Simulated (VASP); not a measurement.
# CdS (NiAs type) (P6_3/mmc) in VASP: relaxation of cell and atoms with PBE

Aim: the relaxation of cell and atoms of CdS (NiAs type) with PBE.

All numbers are computed with VASP 6.6.1; they aren't measurements. Logs are shortened: lines on timing, memory, paths and dates and some standing lists are left out, and cuts for length are marked.

## Step 1: The cell of the first run

The structure is hexagonal, space group P6_3/mmc (No. 194). The conventional cell has a = 3.859 Å, b = 3.859 Å, c = 5.982 Å, α = 90.00°, β = 90.00°, γ = 120.00°. Within 3.5 Å of Cd (site symmetry -3m) lie 6 S at 2.68 Å and 2 Cd at 2.99 Å. Within 3.5 Å of S (site symmetry -6m2) lie 6 Cd at 2.68 Å.

## Step 2: Relaxation of cell and atoms, PBE, target pressure 6.2 GPa, at which the enthalpy is minimised

Contents of INCAR:

```
ALGO = Normal
EDIFF = 1E-6
EDIFFG = -0.005
ENCUT = 600
GGA = PE
IBRION = 2
ISIF = 3
ISMEAR = -1
LASPH = True
LCHARG = False
LREAL = False
LWAVE = False
NELM = 60
NSW = 60
PREC = Accurate
PSTRESS = 62.0
SIGMA = 0.08
```

Contents of KPOINTS:

```
k-points
0
Gamma
  10 10 6
```

Contents of POSCAR:

```
CdS
1.0
    3.8590341435      0.0000000000      0.0000000000
   -1.9295170717      3.3420216023      0.0000000000
    0.0000000000      0.0000000000      5.9815029224
Cd S
2 2
Direct
    0.0000000000      0.0000000000      0.0000000000
    0.0000000000      0.0000000000      0.5000000000
    0.3333333333      0.6666666667      0.2500000000
    0.6666666667      0.3333333333      0.7500000000
```

Potentials or basis: VASP PAW PBE potentials, release 64 (Cd, S).

Launch:

```bash
$ cat potpaw_PBE.64/Cd/POTCAR potpaw_PBE.64/S/POTCAR > POTCAR
$ mpirun -np 1 vasp_std > vasp.out
```

OUTCAR:

```text
EDIFF = 1E-6
   EDIFFG = -0.005
   ENCUT = 600
   GGA = PE
   IBRION = 2
   ISIF = 3
   ISMEAR = -1
   LASPH = True
   LREAL = False
   NELM = 60
   NSW = 60
   PREC = Accurate
   PSTRESS = 62.0

 ion  position               nearest neighbor table
   1  0.000  0.000  0.000-   3 2.68   4 2.68   3 2.68   4 2.68   4 2.68   3 2.68   2 2.99   2 2.99

   2  0.000  0.000  0.500-   3 2.68   4 2.68   3 2.68   4 2.68   4 2.68   3 2.68   1 2.99   1 2.99

   3  0.333  0.667  0.250-   1 2.68   2 2.68   1 2.68   2 2.68   1 2.68   2 2.68
   4  0.667  0.333  0.750-   1 2.68   2 2.68   1 2.68   2 2.68   1 2.68   2 2.68

  LATTYP: Found a hexagonal cell.
 ALAT       =     3.8590341435
 C/A-ratio  =     1.5500000000

  Lattice vectors:

 A1 = (   3.8590341435,   0.0000000000,   0.0000000000)
 A2 = (  -1.9295170717,   3.3420216023,   0.0000000000)
 A3 = (   0.0000000000,   0.0000000000,   5.9815029224)

Analysis of symmetry for initial positions (statically):
=====================================================================
 Subroutine PRICEL returns:
 Original cell was already a primitive cell.

 Routine SETGRP: Setting up the symmetry group for a
 hexagonal supercell.

 Subroutine GETGRP returns: Found 24 space group operations
 (whereof 12 operations were pure point group operations)
 out of a pool of 24 trial point group operations.

The static configuration has the point symmetry D_3d.
 The point group associated with its full space group is D_6h.

Analysis of symmetry for dynamics (positions and initial velocities):
=====================================================================
 Subroutine PRICEL returns:
 Original cell was already a primitive cell.

 Routine SETGRP: Setting up the symmetry group for a
 hexagonal supercell.

 Subroutine GETGRP returns: Found 24 space group operations
 (whereof 12 operations were pure point group operations)
 out of a pool of 24 trial point group operations.

The dynamic configuration has the point symmetry D_3d.
 The point group associated with its full space group is D_6h.

 Subroutine INISYM returns: Found 24 space group operations
 (whereof 12 operations are pure point group operations),
 and found     1 'primitive' translations

----------------------------------------------------------------------------------------

                                     Primitive cell

  volume of cell :      77.1433

  direct lattice vectors                    reciprocal lattice vectors
     3.859034144  0.000000000  0.000000000     0.259132198  0.149610044  0.000000000
    -1.929517072  3.342021602  0.000000000     0.000000000  0.299220089  0.000000000
     0.000000000  0.000000000  5.981502922     0.000000000  0.000000000  0.167182063

  length of vectors
     3.859034144  3.859034143  5.981502922     0.299220089  0.299220089  0.167182063

  position of ions in fractional coordinates (direct lattice)
     0.000000000  0.000000000  0.000000000
     0.000000000  0.000000000  0.500000000
     0.333333333  0.666666667  0.250000000
     0.666666667  0.333333333  0.750000000

  ion indices of the primitive-cell ions
   primitive index   ion index
                 1           1
                 2           2
                 3           3
                 4           4

----------------------------------------------------------------------------------------

 KPOINTS: k-points

Automatic generation of k-mesh.
 Grid dimensions read from file:
 generate k-points for:   10   10    6

 Generating k-lattice:

  Cartesian coordinates                     Fractional coordinates (reciprocal lattice)
     0.025913220  0.014961004  0.000000000     0.100000000  0.000000000  0.000000000
     0.000000000  0.029922009  0.000000000     0.000000000  0.100000000  0.000000000
     0.000000000  0.000000000  0.027863677     0.000000000  0.000000000  0.166666667

  Length of vectors
     0.029922009  0.029922009  0.027863677

  Shift w.r.t. Gamma in fractional coordinates (k-lattice)
     0.000000000  0.000000000  0.000000000

 Subroutine IBZKPT returns following result:
 ===========================================

 Found     56 irreducible k-points:

 Following reciprocal coordinates:
            Coordinates               Weight
  0.000000  0.000000  0.000000      1.000000
  0.100000  0.000000  0.000000      6.000000
  0.200000  0.000000  0.000000      6.000000
  0.300000  0.000000  0.000000      6.000000
  0.400000  0.000000  0.000000      6.000000
  0.500000  0.000000  0.000000      3.000000
[... 16 lines left out ...]
  0.300000  0.100000  0.166667     24.000000
  0.400000  0.100000  0.166667     24.000000
 [... further k-points ...]
   k-points           NKPTS =     56   k-points in BZ     NKDIM =     56   number of bands    NBANDS=     22
   number of dos      NEDOS =    301   number of ions     NIONS =      4
   total plane-waves  NPLWV =  49152
   dimension x,y,z NGX =    32 NGY =   32 NGZ =   48
   dimension x,y,z NGXF=    64 NGYF=   64 NGZF=   96
   ions per type =               2   2
   NGX,Y,Z   is equivalent  to a cutoff of  13.79, 13.79, 13.34 a.u.
   NGXF,Y,Z  is equivalent  to a cutoff of  27.57, 27.57, 26.68 a.u.
 SYSTEM =  unknown system
   PREC   = accura    normal or accurate (medium, high low for compatibility)
   ISTART =      0    job   : 0-new  1-cont  2-samecut
   ICHARG =      2    charge: 1-file 2-atom 10-const
   ISPIN  =      1    spin polarized calculation?
   LNONCOLLINEAR =      F non collinear calculations
   LSORBIT =      F    spin-orbit coupling
   LASPH  =      T    aspherical Exc in radial PAW
   ENCUT  =  600.0 eV  44.10 Ry    6.64 a.u.   7.71  7.71 11.95*2*pi/ulx,y,z
   NELM   =     60;   NELMIN=  2; NELMDL= -5     # of ELM steps
   EDIFF  = 0.1E-05   stopping-criterion for ELM
   LREAL  =      F    real-space projection
   EDIFFG = -.5E-02   stopping-criterion for IOM
   NSW    =     60    number of steps for IOM
   IBRION =      2    ionic relax: 0-MD 1-quasi-New 2-CG
   NFREE  =      1    steps in history (QN), initial steepest desc. (CG)
   ISIF   =      3    stress and relaxation
   ISYM   =      2    0-nonsym 1-usesym 2-fastsym
   POTIM  = 0.5000    time-step for ionic-motion
   TEBEG  =    0.0;   TEEND  =   0.0 temperature during run
   PSTRESS=   62.0 pullay stress
   NELECT =      36.0000    total number of electrons
   NUPDOWN=      -1.0000    fix difference up-down
   EMIN   =  10.00;   EMAX   =-10.00  energy-range for DOS
   EFERMI =   0.00;   METHOD = LEGACY
   ISMEAR =    -1;   SIGMA  =   0.08  broadening in eV -4-tet -1-fermi 0-gaus
   EFERMI_NEDOS =   21; number of points for ismear=-14 and -15
   IALGO  =     38    algorithm
   IMIX   =      4    mixing-type and parameters
     AMIX     =   0.40;   BMIX     =  1.00
     AMIX_MAG =   1.60;   BMIX_MAG =  1.00
  volume/ion in A,a.u.               =      19.29       130.15
  Fermi-wavevector in a.u.,A,eV,Ry     =   1.269822  2.399616 21.938694  1.612449
  Thomas-Fermi vector in A             =   2.402843
   LORBIT       =      0    0 simple, 1 ext, 2 COOP (PROOUT), +10 PAW based schemes
   GGA     = PE    functional components
   LHFCALC =     F    Hartree Fock is set to
   AEXX    =    0.0000 exact exchange contribution
   IVDW    =     0    specifies the selected vdW correction
   LEPSILON=     F    determine dielectric tensor
   LRPA    =     F    only Hartree local field effects (RPA)
 conjugate gradient relaxation of ions
 non-spin polarized calculation
  energy-cutoff  :      600.00
  volume of cell :       77.14
 maximum number of plane-waves:      2604
 NGX is ok and might be reduce to    32
   NGX = 15   NGY = 15   NGZ = 23

--------------------------------------- Ionic step        1  -------------------------------------------

 number of electron      36.0000004 magnetization

 Free energy of the ion-electron system (eV)
  ---------------------------------------------------
  ext. energy  EPLUGINS =         0.00000000
  ---------------------------------------------------
  free energy    TOTEN  =       -11.31418111 eV

  energy without entropy =      -11.31410855  energy(sigma->0) =      -11.31414483

------------------------ aborting loop because EDIFF is reached ----------------------------------------

  FORCE on cell =-STRESS in cart. coord.  units (eV):
  Direction    XX          YY          ZZ          XY          YZ          ZX
  --------------------------------------------------------------------------------------
  -------------------------------------------------------------------------------------
  Total        3.1934183      3.1934183      6.4565398      0.0000000      0.0000000      0.0000000
  in kB       66.3236158     66.3236158    134.0948869      0.0000000      0.0000000      0.0000000
  external PRESSURE =      26.9140395 kB  Pullay stress =      62.0000000 kB
[... 185 lines left out ...]
  enthalpy is  TOTEN    =        -8.4336988529 eV   P V=        3.0482666304

--------------------------------------- Ionic step        6  -------------------------------------------

 number of electron      36.0000006 magnetization

 Free energy of the ion-electron system (eV)
  ---------------------------------------------------
  ext. energy  EPLUGINS =         0.00000000
  ---------------------------------------------------
  free energy    TOTEN  =       -11.48057082 eV

  energy without entropy =      -11.48044296  energy(sigma->0) =      -11.48050689

 E-fermi :   3.9122     XC(G=0): -10.5704

 val. band max:        3.3649017634   @ k =   0.0000   0.0000   0.0000
 cond. band min:       4.1960482718   @ k =   0.0000   0.0000   0.0000
 fundamental gap:      0.8311465084
 Fermi energy:         3.9122397865

 k-point     1 :       0.0000    0.0000    0.0000
  band No.  band energies     occupation
      1      -9.8003      2.00000
      2      -8.6230      2.00000
      3      -4.8773      2.00000
      4      -4.8303      2.00000
      5      -4.8303      2.00000
      6      -4.5481      2.00000
[... 574 lines left out ...]
      6      -4.6614      2.00000
[... 14 lines left out ...]
     21       8.0303      0.00000
     22       9.5376      0.00000

 [... further k-points ...]

------------------------ aborting loop because EDIFF is reached ----------------------------------------

  FORCE on cell =-STRESS in cart. coord.  units (eV):
  Direction    XX          YY          ZZ          XY          YZ          ZX
  --------------------------------------------------------------------------------------
  -------------------------------------------------------------------------------------
  Total        3.0416528      3.0416528      3.0281751      0.0000000      0.0000000     -0.0000000
  in kB       61.8941325     61.8941325     61.6198753      0.0000000      0.0000000     -0.0000000
  external PRESSURE =      -0.1972865 kB  Pullay stress =      62.0000000 kB
[... 19 lines left out ...]
  FREE ENERGIE OF THE ION-ELECTRON SYSTEM (eV)
  ---------------------------------------------------
  free  energy   TOTEN  =       -11.4805708176 eV

  energy  without entropy=      -11.4804429566  energy(sigma->0) =      -11.48050689

  enthalpy is  TOTEN    =        -8.4337153548 eV   P V=        3.0468554628

 reached required accuracy - stopping structural energy minimisation
```

Wall time 4.8 min (1 thread of Intel Xeon Platinum 8488C (Sapphire Rapids), shared host); peak memory 0.29 GiB.

Results:

```
Free energy                                                : -11.4806 eV
Relaxed volume                                             : 19.68 Å³/atom
Relaxed cell                                               : a = 3.778 Å, b = 3.778 Å, c = 6.368 Å, α = 90.00°, β = 90.00°, γ = 120.00°
Space group after relaxing (to 0.1 Å)                      : P6_3/mmc (No. 194)
Energy change on relaxing (the run minimises the enthalpy) : -41.6 meV/atom
Ionic steps                                                : 6
Pressure after relaxing                                    : 6.2 GPa
Band gap on the k mesh                                     : 0.83 eV
```

The path:
| step | energy change (eV) | largest force (eV/Å) | pressure (GPa) | volume (Å³) |
| --- | --- | --- | --- | --- |
| 1 | 0.0000 | 0.0000 | 8.89 | 77.14 |
| 2 | -0.2069 | 0.0000 | 4.05 | 80.78 |
| 3 | -0.1984 | 0.0000 | 4.30 | 80.55 |
| 4 | -0.1823 | 0.0000 | 5.68 | 79.21 |
| 5 | -0.1678 | 0.0000 | 6.16 | 78.77 |
| 6 | -0.1664 | 0.0000 | 6.18 | 78.74 |

Final structure:
```
CELL_PARAMETERS angstrom
3.77848 0.00000 0.00000
-1.88924 3.27226 0.00000
0.00000 0.00000 6.36805
ATOMIC_POSITIONS crystal
Cd 0.00000 0.00000 0.00000
Cd 0.00000 0.00000 0.50000
S 0.33333 0.66667 0.25000
S 0.66667 0.33333 0.75000
```

Caveat: the cell is relaxed towards a set pressure, so the run minimises the enthalpy, not the energy. A k mesh can miss the band edges.
